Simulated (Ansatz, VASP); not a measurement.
# H: VASP beside Ansatz

```
CELL_PARAMETERS angstrom
1.97833 -3.31157 0.00000
1.97833 3.31157 0.00000
0.00000 0.00000 7.89366
ATOMIC_POSITIONS crystal
H 0.54435 0.45565 0.97134
H 0.45565 0.54435 0.02866
H 0.45565 0.54435 0.47134
H 0.54435 0.45565 0.52866
```

Alike in both runs: functional r2SCAN; k mesh 8 × 8 × 4; occupations gaussian, width 0.02 eV; no spin polarisation.

Ansatz relaxed the structure, and its values are those at the end. VASP's run is a single point on that final structure, the one shown.

|  | VASP | Ansatz |
| --- | --- | --- |
| version | VASP 6.6.1 | Ansatz 0.2.0 |
| potentials or method | VASP PAW PBE potentials, release 64 (H), cutoff 520 eV | scalar-relativistic, plane waves, PAW |
| valence electrons in the cell | 4 | 4 |

VASP gave:

- gap on the k mesh at the Fermi level (eV): 10.53
- least direct gap on the mesh (eV): 10.63
- pressure (GPa): -0.1
- rms of the force components (eV/Å): 0.003

Problem. Estimate Ansatz's values.

Solution. gap on the k mesh at the Fermi level (eV): 10.52; least direct gap on the mesh (eV): 10.62; pressure (GPa): 0.0; rms of the force components (eV/Å): 0.006.

VASP's potentials were made for PBE, not for r2SCAN. With one functional, cell and mesh, what is left measures potentials, basis and numerics.
